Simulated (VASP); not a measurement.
# Cd48Se49 (a cell with a defect) in VASP: single point with PBEsol

Aim: the single point of Cd48Se49 (a cell with a defect) with PBEsol.

Everything below comes from runs of VASP 6.6.1. Logs are shortened: lines on timing, memory, paths and dates and some standing lists are left out, and cuts for length are marked.

## 1. The cell of the first run

The cell holds a defect, 97 atoms: a = 12.907 Å, b = 14.903 Å, c = 14.042 Å, α = 90.00°, β = 90.00°, γ = 90.00°.

## 2. Single point, PBEsol

Contents of INCAR:

```
SYSTEM = Cd48Se49
ALGO = Normal
EDIFF = 1E-6
ENCUT = 400
GGA = PS
GGA_COMPAT = .False.
ISIF = 2
ISMEAR = -1
ISYM = -1
KPAR = 1
LASPH = .True.
LCHARG = .False.
LREAL = Auto
LWAVE = .False.
NBANDS = 489
NELECT = 872.0
NELM = 120
PREC = Accurate
SIGMA = 0.05
```

Contents of KPOINTS:

```
explicit points
1
Reciprocal
  0.25000000   0.25000000   0.25000000 1
```

Contents of POSCAR:

```
Cd48Se49
1.0
   12.9066740000      0.0000000000      0.0000000000
    0.0000000000     14.9033430000      0.0000000000
    0.0000000000      0.0000000000     14.0415350000
Cd Se
48 49
Direct
    0.0010570000      0.1637600000      0.0061460000
    0.9990030000      0.1704840000      0.5012910000
    0.3318530000      0.1637040000      0.0059370000
    0.3338030000      0.1701740000      0.5013720000
    0.1663760000      0.4206490000      0.0091370000
    0.1666900000      0.4130700000      0.4975050000
    0.9970150000      0.6645530000      0.9929960000
    0.9998330000      0.6668430000      0.4980170000
    0.6665070000      0.1696870000      0.9971780000
    0.6664060000      0.1661850000      0.4990640000
    0.5012010000      0.4174140000      0.9929670000
    0.5085290000      0.4217500000      0.5094530000
    0.3361330000      0.6646050000      0.9927860000
    0.3329270000      0.6669280000      0.4982610000
    0.1666110000      0.9122260000      0.0002010000
    0.1664720000      0.9182420000      0.5017220000
    0.8317320000      0.4174910000      0.9929200000
    0.8244730000      0.4221200000      0.5100330000
    0.6665300000      0.6666100000      0.9909780000
    0.6663090000      0.6593860000      0.5092280000
    0.4972750000      0.9200480000      0.0044800000
    0.5030290000      0.9140400000      0.5005690000
    0.8357620000      0.9199780000      0.0043980000
    0.8300040000      0.9140870000      0.5007030000
    0.1664710000      0.0816550000      0.2540260000
    0.1666320000      0.0681580000      0.7527440000
    0.9959790000      0.3350860000      0.2532030000
    0.0192680000      0.3220570000      0.7636990000
    0.5008930000      0.0840910000      0.2534870000
    0.4984720000      0.0926540000      0.7491120000
    0.3367690000      0.3351500000      0.2528810000
    0.3137750000      0.3222010000      0.7639170000
    0.1664990000      0.5859890000      0.2513450000
    0.1665190000      0.5840770000      0.7448110000
    0.9999390000      0.8316150000      0.2509510000
    0.9934080000      0.8277420000      0.7477530000
    0.8319070000      0.0840530000      0.2535870000
    0.8346430000      0.0926880000      0.7491630000
    0.6664550000      0.3329540000      0.2457190000
    0.6664520000      0.3470080000      0.7368400000
    0.4983840000      0.5843580000      0.2437100000
    0.5166950000      0.5758500000      0.7334060000
    0.3328940000      0.8314480000      0.2509510000
    0.3401680000      0.8275060000      0.7474900000
    0.8345500000      0.5843220000      0.2436950000
    0.8167080000      0.5764510000      0.7333840000
    0.6664400000      0.8299860000      0.2502980000
    0.6666920000      0.8594650000      0.7619070000
    0.0001200000      0.1664230000      0.1933750000
    0.0090520000      0.1611080000      0.6890680000
    0.3328070000      0.1664370000      0.1931970000
    0.3240810000      0.1612180000      0.6891510000
    0.1663480000      0.4173750000      0.1956880000
    0.1664600000      0.4171250000      0.6857340000
    0.0018620000      0.6676620000      0.1813250000
    0.9940670000      0.6620060000      0.6859460000
    0.6664780000      0.1649100000      0.1850790000
    0.6665890000      0.1723830000      0.6873170000
    0.5001880000      0.4168400000      0.1818680000
    0.4743520000      0.4003490000      0.6999190000
    0.3311800000      0.6675530000      0.1811450000
    0.3393520000      0.6615620000      0.6861620000
    0.1665210000      0.9159580000      0.1884100000
    0.1667970000      0.9044390000      0.6887550000
    0.8328370000      0.4167920000      0.1818500000
    0.8585830000      0.4008810000      0.7005450000
    0.6664760000      0.6663740000      0.1801340000
    0.6665820000      0.6991590000      0.7005650000
    0.4993550000      0.9170360000      0.1917840000
    0.4962010000      0.9259630000      0.6881150000
    0.8335490000      0.9170790000      0.1917170000
    0.8372550000      0.9259510000      0.6882300000
    0.1662770000      0.0851150000      0.4411230000
    0.1663260000      0.0798220000      0.9408400000
    0.9934870000      0.3366350000      0.4404440000
    0.0044450000      0.3309260000      0.9491680000
    0.4985470000      0.0817670000      0.4405330000
    0.4986570000      0.0853280000      0.9379400000
    0.3392580000      0.3361720000      0.4401560000
    0.3282250000      0.3310080000      0.9493620000
    0.1663980000      0.5824250000      0.4383550000
    0.1664710000      0.5827270000      0.9342290000
    0.0003970000      0.8349270000      0.4384640000
    0.9978590000      0.8333790000      0.9365190000
    0.8342370000      0.0818030000      0.4406290000
    0.8341980000      0.0853010000      0.9379870000
    0.6665910000      0.3281960000      0.4306470000
    0.6664120000      0.3338580000      0.9300640000
    0.4942280000      0.5864720000      0.4282990000
    0.5014030000      0.5824720000      0.9270830000
    0.3323860000      0.8349280000      0.4384630000
    0.3351720000      0.8334090000      0.9363240000
    0.8381890000      0.5866040000      0.4282350000
    0.8315770000      0.5825740000      0.9271420000
    0.6664870000      0.8275630000      0.4382720000
    0.6664110000      0.8398890000      0.9474720000
    0.6663220000      0.5037850000      0.6057480000
```

Potentials or basis: VASP PAW PBE potentials, release 64 (Cd, Se).

On the command line:

```bash
$ cat potpaw_PBE.64/Cd/POTCAR potpaw_PBE.64/Se/POTCAR > POTCAR
$ mpirun -np 4 vasp_std > vasp.out
```

OUTCAR:

```text
SYSTEM = Cd48Se49
   EDIFF = 1E-6
   ENCUT = 400
   GGA = PS
   ISIF = 2
   ISMEAR = -1
   ISYM = -1
   LASPH = .True.
   LREAL = Auto
   NELECT = 872.0
   NELM = 120
   PREC = Accurate

 ion  position               nearest neighbor table
   1  0.001  0.164  0.006-  76 2.62  49 2.63  86 2.63  74 2.64
   2  0.999  0.170  0.501-  75 2.62  50 2.64  73 2.64  85 2.64
   3  0.332  0.164  0.006-  80 2.62  78 2.63  51 2.63  74 2.64
   4  0.334  0.170  0.501-  79 2.62  52 2.64  77 2.64  73 2.65
   5  0.166  0.421  0.009-  80 2.62  53 2.62  76 2.62  82 2.63
   6  0.167  0.413  0.498-  79 2.63  75 2.63  54 2.64  81 2.66
   7  0.997  0.665  0.993-  94 2.63  82 2.64  84 2.64  55 2.65
   8  1.000  0.667  0.498-  93 2.60  81 2.63  56 2.64  83 2.64
   9  0.667  0.170  0.997-  88 2.62  86 2.64  78 2.64  57 2.64
  10  0.666  0.166  0.499-  87 2.60  85 2.64  77 2.64  58 2.64
  11  0.501  0.417  0.993-  88 2.62  90 2.63  80 2.65  59 2.65
  12  0.509  0.422  0.509-  87 2.71  79 2.71  89 2.71  60 2.73  97 2.73
  13  0.336  0.665  0.993-  90 2.63  92 2.64  82 2.64  61 2.65
  14  0.333  0.667  0.498-  89 2.60  81 2.63  91 2.64  62 2.64
  15  0.167  0.912  0.000-  92 2.63  84 2.63  74 2.63  63 2.64
  16  0.166  0.918  0.502-  73 2.63  91 2.63  83 2.63  64 2.63
  17  0.832  0.417  0.993-  88 2.62  94 2.63  76 2.65  65 2.65
  18  0.824  0.422  0.510-  75 2.71  87 2.71  93 2.71  66 2.73  97 2.73
  19  0.667  0.667  0.991-  94 2.63  90 2.63  96 2.65  67 2.66
  20  0.666  0.659  0.509-  97 2.69  95 2.70  93 2.72  89 2.72  68 2.75
  21  0.497  0.920  0.004-  96 2.61  69 2.63  78 2.63  92 2.64
  22  0.503  0.914  0.501-  95 2.62  77 2.64  70 2.64  91 2.65
  23  0.836  0.920  0.004-  96 2.62  71 2.63  86 2.63  84 2.64
  24  0.830  0.914  0.501-  95 2.62  85 2.64  72 2.64  83 2.64
  25  0.166  0.082  0.254-  73 2.63  49 2.63  51 2.63  63 2.64
  26  0.167  0.068  0.753-  64 2.60  52 2.62  50 2.62  74 2.65
[... 68 lines left out ...]
  95  0.666  0.828  0.438-  22 2.62  24 2.62  47 2.64  20 2.70
  96  0.666  0.840  0.947-  21 2.61  23 2.62  48 2.62  19 2.65
  97  0.666  0.504  0.606-  20 2.69  18 2.73  12 2.73  42 2.85  46 2.86  40 2.97

IMPORTANT INFORMATION: All symmetrisations will be switched off!
NOSYMM: (Re-)initialisation of all symmetry stuff for point group C_1.

----------------------------------------------------------------------------------------

                                     Primitive cell

  volume of cell :    2700.9256

  direct lattice vectors                    reciprocal lattice vectors
    12.906674000  0.000000000  0.000000000     0.077479295  0.000000000  0.000000000
     0.000000000 14.903343000  0.000000000     0.000000000  0.067099039  0.000000000
     0.000000000  0.000000000 14.041535000     0.000000000  0.000000000  0.071217285

  length of vectors
    12.906674000 14.903343000 14.041535000     0.077479295  0.067099039  0.071217285

  position of ions in fractional coordinates (direct lattice)
     0.001057000  0.163760000  0.006146000
     0.999003000  0.170484000  0.501291000
     0.331853000  0.163704000  0.005937000
     0.333803000  0.170174000  0.501372000
     0.166376000  0.420649000  0.009137000
     0.166690000  0.413070000  0.497505000
[... 89 lines left out ...]
     0.666411000  0.839889000  0.947472000
     0.666322000  0.503785000  0.605748000

  ion indices of the primitive-cell ions
   primitive index   ion index
                 1           1
                 2           2
                 3           3
                 4           4
                 5           5
                 6           6
[... 89 lines left out ...]
                96          96
                97          97

----------------------------------------------------------------------------------------

 KPOINTS: explicit points

Read explicit list of k-points.

 Found      1 k-points:

 Following reciprocal coordinates:
            Coordinates               Weight
  0.250000  0.250000  0.250000      1.000000
   k-points           NKPTS =      1   k-points in BZ     NKDIM =      1   number of bands    NBANDS=    492
   number of dos      NEDOS =    301   number of ions     NIONS =     97
   total plane-waves  NPLWV = 790272
   dimension x,y,z NGX =    84 NGY =   98 NGZ =   96
   dimension x,y,z NGXF=   168 NGYF=  196 NGZF=  192
   ions per type =              48  49
   NGX,Y,Z   is equivalent  to a cutoff of  10.82, 10.93, 11.37 a.u.
   NGXF,Y,Z  is equivalent  to a cutoff of  21.64, 21.86, 22.73 a.u.
 SYSTEM =  Cd48Se49
   PREC   = accura    normal or accurate (medium, high low for compatibility)
   ISTART =      0    job   : 0-new  1-cont  2-samecut
   ICHARG =      2    charge: 1-file 2-atom 10-const
   ISPIN  =      1    spin polarized calculation?
   LNONCOLLINEAR =      F non collinear calculations
   LSORBIT =      F    spin-orbit coupling
   LASPH  =      T    aspherical Exc in radial PAW
   ENCUT  =  400.0 eV  29.40 Ry    5.42 a.u.  21.05 24.30 22.90*2*pi/ulx,y,z
   NELM   =    120;   NELMIN=  2; NELMDL= -5     # of ELM steps
   EDIFF  = 0.1E-05   stopping-criterion for ELM
   LREAL  =      T    real-space projection
   EDIFFG = 0.1E-04   stopping-criterion for IOM
   NSW    =      0    number of steps for IOM
   IBRION =     -1    ionic relax: 0-MD 1-quasi-New 2-CG
   NFREE  =      0    steps in history (QN), initial steepest desc. (CG)
   ISIF   =      2    stress and relaxation
   ISYM   =     -1    0-nonsym 1-usesym 2-fastsym
   POTIM  = 0.5000    time-step for ionic-motion
   TEBEG  =    0.0;   TEEND  =   0.0 temperature during run
   PSTRESS=    0.0 pullay stress
   NELECT =     872.0000    total number of electrons
   NUPDOWN=      -1.0000    fix difference up-down
   EMIN   =  10.00;   EMAX   =-10.00  energy-range for DOS
   EFERMI =   0.00;   METHOD = LEGACY
   ISMEAR =    -1;   SIGMA  =   0.05  broadening in eV -4-tet -1-fermi 0-gaus
   EFERMI_NEDOS =   21; number of points for ismear=-14 and -15
   IALGO  =     38    algorithm
   IMIX   =      4    mixing-type and parameters
     AMIX     =   0.40;   BMIX     =  1.00
     AMIX_MAG =   1.60;   BMIX_MAG =  1.00
  volume/ion in A,a.u.               =      27.84       187.90
  Fermi-wavevector in a.u.,A,eV,Ry     =   1.123077  2.122307 17.161048  1.261301
  Thomas-Fermi vector in A             =   2.259741
   LORBIT       =      0    0 simple, 1 ext, 2 COOP (PROOUT), +10 PAW based schemes
   GGA     = PS    functional components
   LHFCALC =     F    Hartree Fock is set to
   AEXX    =    0.0000 exact exchange contribution
   IVDW    =     0    specifies the selected vdW correction
   LEPSILON=     F    determine dielectric tensor
   LRPA    =     F    only Hartree local field effects (RPA)
 non-spin polarized calculation
  energy-cutoff  :      400.00
  volume of cell :     2700.93
 maximum number of plane-waves:     49072
 NGX is ok and might be reduce to    84
   NGX = 43   NGY = 49   NGZ = 45

 number of electron     871.9999938 magnetization

 Free energy of the ion-electron system (eV)
  ---------------------------------------------------
  ext. energy  EPLUGINS =         0.00000000
  ---------------------------------------------------
  free energy    TOTEN  =      -294.55808220 eV

  energy without entropy =     -294.55742764  energy(sigma->0) =     -294.55775492

 E-fermi :   1.9973     XC(G=0):  -9.1633

 val. band max:        1.5957020126   @ k =   0.2500   0.2500   0.2500
 cond. band min:       2.3938766012   @ k =   0.2500   0.2500   0.2500
 fundamental gap:      0.7981745886
 Fermi energy:         1.9973011016

 k-point     1 :       0.2500    0.2500    0.2500
  band No.  band energies     occupation
      1     -11.7625      2.00000
      2     -11.6562      2.00000
      3     -11.6528      2.00000
      4     -11.6455      2.00000
      5     -11.5554      2.00000
      6     -11.5507      2.00000
[... 440 lines left out ...]
    447       3.7636      0.00000
    448       3.8028      0.00000
 [bands above 448 left out]

------------------------ aborting loop because EDIFF is reached ----------------------------------------

  FORCE on cell =-STRESS in cart. coord.  units (eV):
  Direction    XX          YY          ZZ          XY          YZ          ZX
  --------------------------------------------------------------------------------------
  -------------------------------------------------------------------------------------
  Total       18.1151318     19.1472796     16.3976019     -0.3288049     -0.3287153     -0.2697492
  in kB       10.7458174     11.3580830      9.7269861     -0.1950457     -0.1949925     -0.1600141
  external PRESSURE =      10.6102955 kB  Pullay stress =       0.0000000 kB

 VOLUME and BASIS-vectors are now :
 -----------------------------------------------------------------------------
  energy-cutoff  :      400.00
  volume of cell :     2700.93
      direct lattice vectors                 reciprocal lattice vectors
    12.906674000  0.000000000  0.000000000     0.077479295  0.000000000  0.000000000
     0.000000000 14.903343000  0.000000000     0.000000000  0.067099039  0.000000000
     0.000000000  0.000000000 14.041535000     0.000000000  0.000000000  0.071217285

 POSITION                                       TOTAL-FORCE (eV/Angst)
 -----------------------------------------------------------------------------------
      0.01364      2.44057      0.08630         0.002250     -0.001378      0.002298
     12.89381      2.54078      7.03890         0.001338      0.002733     -0.005074
      4.28312      2.43974      0.08336        -0.003603     -0.002635      0.002133
      4.30829      2.53616      7.04003        -0.002254      0.003118     -0.002950
      2.14736      6.26908      0.12830        -0.001732      0.010073      0.002098
      2.15141      6.15612      6.98573        -0.000879     -0.001013     -0.009691
[... 89 lines left out ...]
      8.60115     12.51715     13.30396        -0.002356     -0.008282      0.000709
      8.60000      7.50808      8.50563        -0.001957     -0.002678     -0.005211
 -----------------------------------------------------------------------------------
    total drift:                                0.009775     -0.038488      0.000570

  FREE ENERGIE OF THE ION-ELECTRON SYSTEM (eV)
  ---------------------------------------------------
  free  energy   TOTEN  =      -294.5580821990 eV

  energy  without entropy=     -294.5574276378  energy(sigma->0) =     -294.55775492
```

It took 5.6 min on 4 MPI ranks of Intel Xeon 6975P-C (Granite Rapids), shared host; peak memory 0.68 GiB.

What came out:

```
Free energy   : -294.5581 eV
Largest force : 0.033 eV/Å
```

Forces in eV/Å, atoms in the order of the input:
```
Cd   0.002 -0.001  0.002
Cd   0.001  0.003 -0.005
Cd  -0.004 -0.003  0.002
Cd  -0.002  0.003 -0.003
Cd  -0.002  0.010  0.002
Cd  -0.001 -0.001 -0.010
Cd   0.001  0.000  0.006
Cd   0.007  0.004  0.003
Cd  -0.001 -0.001  0.005
Cd   0.000 -0.005  0.006
Cd   0.003 -0.001  0.000
Cd  -0.024 -0.011 -0.008
Cd   0.000  0.000  0.006
Cd  -0.006  0.003  0.002
Cd   0.000 -0.001  0.004
Cd  -0.001  0.000 -0.004
Cd  -0.002  0.000  0.000
Cd   0.023 -0.009 -0.005
Cd   0.001  0.000  0.003
Cd   0.000  0.033 -0.005
Cd  -0.007  0.004  0.001
Cd   0.001 -0.003 -0.004
Cd   0.007  0.004  0.001
Cd  -0.001 -0.002 -0.004
Cd  -0.001 -0.002 -0.004
Cd  -0.002 -0.007  0.005
Cd   0.001 -0.001  0.001
Cd  -0.001 -0.008  0.005
Cd   0.003  0.003 -0.001
Cd   0.002  0.001  0.007
Cd  -0.001 -0.001  0.001
Cd  -0.010 -0.010  0.006
Cd  -0.001  0.008  0.000
Cd  -0.002  0.009  0.005
Cd   0.000  0.000  0.000
Cd  -0.007  0.000  0.006
Cd  -0.003  0.004 -0.001
Cd  -0.002  0.003  0.008
Cd  -0.001  0.002 -0.009
Cd   0.001 -0.017  0.011
Cd   0.002  0.001 -0.009
Cd  -0.014  0.011  0.014
Cd   0.000 -0.001  0.000
Cd   0.005 -0.001  0.006
Cd  -0.001  0.001 -0.012
Cd   0.013  0.007  0.010
Cd  -0.001  0.002  0.001
Cd  -0.001  0.017  0.003
Se   0.001  0.001  0.003
Se   0.001 -0.008 -0.005
Se  -0.002  0.002  0.001
Se  -0.004 -0.001 -0.004
Se   0.003  0.001  0.006
Se  -0.001  0.018 -0.003
Se   0.000 -0.005 -0.003
Se  -0.005 -0.016  0.012
Se   0.002 -0.001  0.003
Se   0.003  0.018 -0.005
Se   0.000 -0.002 -0.007
Se  -0.014 -0.006  0.003
Se   0.003 -0.005  0.000
Se   0.001 -0.016  0.010
Se   0.002  0.003 -0.004
Se   0.000 -0.010  0.001
Se   0.003  0.002 -0.008
Se   0.019 -0.013  0.001
Se   0.001 -0.003 -0.004
Se   0.001  0.005 -0.006
Se  -0.004  0.004 -0.004
Se  -0.015 -0.002 -0.007
Se   0.000  0.001 -0.004
Se   0.014 -0.006 -0.010
Se  -0.001  0.000  0.000
Se   0.000  0.005 -0.006
Se  -0.005  0.002  0.003
Se   0.000  0.004 -0.003
Se   0.000  0.003  0.005
Se  -0.004  0.000 -0.003
Se   0.011  0.002  0.003
Se  -0.001  0.001  0.000
Se   0.006 -0.008  0.002
Se  -0.006  0.000 -0.001
Se  -0.005  0.001  0.000
Se  -0.008 -0.002  0.003
Se   0.004  0.002  0.003
Se   0.006  0.003 -0.006
Se   0.000  0.010  0.007
Se   0.002  0.000 -0.011
Se   0.014 -0.004  0.005
Se  -0.005 -0.002 -0.008
Se   0.006  0.002  0.000
Se   0.001  0.001 -0.001
Se  -0.007 -0.004  0.008
Se   0.006  0.004 -0.007
Se   0.002 -0.013 -0.003
Se  -0.002 -0.008  0.001
Se  -0.002 -0.003 -0.005
```

Caveat: the cell carries a net charge on a neutralising background, which shifts energy and pressure; the cell is charged against a uniform background, so pressure and absolute levels hang on convention; the PAW data sets were made with another functional, which shifts forces and pressure a little.
